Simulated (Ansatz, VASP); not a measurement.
One calculation of AlNi, two programs

Contents of INCAR:

```
PREC = Accurate ; ENCUT = 520
EDIFF = 1E-6 ; ISMEAR = 0
SIGMA = 0.15 ; LREAL = False
LASPH = True ; NELM = 100
ALGO = Fast ; ISIF = 2
LWAVE = False ; LCHARG = False
GGA = PS ; NBANDS = 14
```

KPOINTS

```
Automatic mesh
0
Gamma
  20 20 20
```

Contents of POSCAR:

```
AlNi
1.0
    1.9910081658     -1.9910295415      0.0000000000
    1.9910081658      1.9910295415      0.0000000000
    0.0000000000      0.0000000000      2.8694088109
Al Ni
1 1
Direct
    0.0000000000      0.0000000000      0.0000000000
    0.5000000000      0.5000000000      0.5000000000
```

Input for Ansatz:

```yaml
crystal:
  lattice:
    - [1.9910081658, -1.9910295415, 0.0]
    - [1.9910081658, 1.9910295415, 0.0]
    - [0.0, 0.0, 2.8694088109]
  atoms:
    - { symbol: Al, position: [0.0, 0.0, 0.0] }
    - { symbol: Ni, position: [0.5, 0.5, 0.5] }
basis:
  ecutwfc: 420
kpoints:
  mp_grid: { grid: [20, 20, 20] }
hamiltonian:
  xc: pbesol
scf:
  occupations: { method: gaussian, width: 0.15 }
output:
  forces: true
  stress: true
  eigenvalues: true
```

Change from the starting cell: strain -0.015 along x and y, +0.000 along z, atoms carried along.

Alike in both runs: task single point; functional PBEsol; k mesh 20 × 20 × 20; occupations gaussian, width 0.15 eV; no spin polarisation.

```csv
,VASP,Ansatz
version,VASP 6.6.1,Ansatz 0.2.0
potentials or method,"VASP PAW PBE potentials, release 64 (Al, Ni), cutoff 520 eV","scalar-relativistic, plane waves, PAW"
valence electrons in the cell,13,21
```

|  | VASP | Ansatz | Ansatz less VASP |
| --- | --- | --- | --- |
| gap on the k mesh at the Fermi level (eV) | none | none | - |
| pressure (GPa) | 5.8 | 5.6 | -0.19 |
| traceless stress, the component that is largest in VASP (GPa) | -1.03 | -1.00 | +0.029 |

VASP's potentials were made for PBE, not for PBEsol. A gap of «none» marks a metal or a gap that the smearing closes. With one functional, cell and mesh, what is left measures potentials, basis and numerics. VASP's potentials hold 13 valence electrons a cell and Ansatz's 21, so a difference there can come from the potentials and not from the codes. Ansatz's warnings: near symmetry operations not taken.
